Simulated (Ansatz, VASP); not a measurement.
LiNbO3: VASP beside Ansatz

INCAR

```
ALGO     = Normal         # electronic algorithm
EDIFF    = 1E-7           # SCF threshold, eV
ENCUT    = 520            # plane-wave cutoff, eV
GGA      = PE             # functional
ISIF     = 2              # what is computed and relaxed
ISMEAR   = 0              # smearing method
LASPH    = T              # aspherical terms in the spheres
LCHARG   = T              # write CHGCAR
LELF     = T              # ELF
LREAL    = F              # projectors in reciprocal space
LVHAR    = T            
LWAVE    = F              # write WAVECAR
NBANDS   = 45             # bands
NELM     = 100            # most SCF steps
PREC     = Accurate       # precision mode
SIGMA    = 0.05           # smearing width, eV
```

File KPOINTS:

```
k-points
0
Gamma
  6 6 6
```

The input POSCAR:

```
LiNbO3
1.0
    2.5104522405      1.4494102769      4.5927886923
   -2.5104522405      1.4494102769      4.5927886923
    0.0000000000     -2.8988205537      4.5927886923
Li Nb O
2 2 6
Direct
    0.2815913687      0.2815913687      0.2815913687
    0.7815913687      0.7815913687      0.7815913687
    0.0004900497      0.0004900497      0.0004900497
    0.5004900497      0.5004900497      0.5004900497
    0.1104619503      0.3580262714      0.7211003599
    0.7211003599      0.1104619503      0.3580262714
    0.3580262714      0.7211003599      0.1104619503
    0.2211003599      0.8580262714      0.6104619503
    0.8580262714      0.6104619503      0.2211003599
    0.6104619503      0.2211003599      0.8580262714
```

Input for Ansatz:

```yaml
crystal:
  lattice:
    - [2.5104522405, 1.4494102769, 4.5927886923]
    - [-2.5104522405, 1.4494102769, 4.5927886923]
    - [0.0, -2.8988205537, 4.5927886923]
  atoms:
    - { symbol: Li, position: [0.2815913687, 0.2815913687, 0.2815913687] }
    - { symbol: Li, position: [0.7815913687, 0.7815913687, 0.7815913687] }
    - { symbol: Nb, position: [0.0004900497, 0.0004900497, 0.0004900497] }
    - { symbol: Nb, position: [0.5004900497, 0.5004900497, 0.5004900497] }
    - { symbol: O, position: [0.1104619503, 0.3580262714, 0.7211003599] }
    - { symbol: O, position: [0.7211003599, 0.1104619503, 0.3580262714] }
    - { symbol: O, position: [0.3580262714, 0.7211003599, 0.1104619503] }
    - { symbol: O, position: [0.2211003599, 0.8580262714, 0.6104619503] }
    - { symbol: O, position: [0.8580262714, 0.6104619503, 0.2211003599] }
    - { symbol: O, position: [0.6104619503, 0.2211003599, 0.8580262714] }
basis:
  ecutwfc: 520.0
kpoints:
  mp_grid: { grid: [6, 6, 6] }
hamiltonian:
  xc: pbe
  pseudopotentials: { kind: paw, azcp: { folder: soft_1 } }
scf:
  occupations: { method: gaussian, width: 0.05 }
output:
  forces: true
  stress: true
  eigenvalues: true
```

Alike in both runs: task single point; functional PBE; k mesh 6 × 6 × 6; occupations gaussian, width 0.05 eV; no spin polarisation.

```csv
,VASP,Ansatz
version,VASP 6.6.1,Ansatz 0.2.0
potentials or method,"VASP PAW PBE potentials, release 64 (Li_sv, Nb_sv, O), cutoff 520 eV","scalar-relativistic, plane waves, PAW"
valence electrons in the cell,68,68
```

|  | VASP | Ansatz | Ansatz less VASP |
| --- | --- | --- | --- |
| gap on the k mesh at the Fermi level (eV) | 3.95 | 3.97 | +0.015 |
| least direct gap on the mesh (eV) | 3.97 | 3.99 | +0.015 |
| rms of the force components (eV/Å) | 0.656 | 0.647 | -0.0087 |

Atom by atom the forces differ by 0.019 eV/Å (rms over components). With one functional, cell and mesh, what is left measures potentials, basis and numerics.

Noted on VASP's run: the cutoff is short for stress, so the pressure is rough.
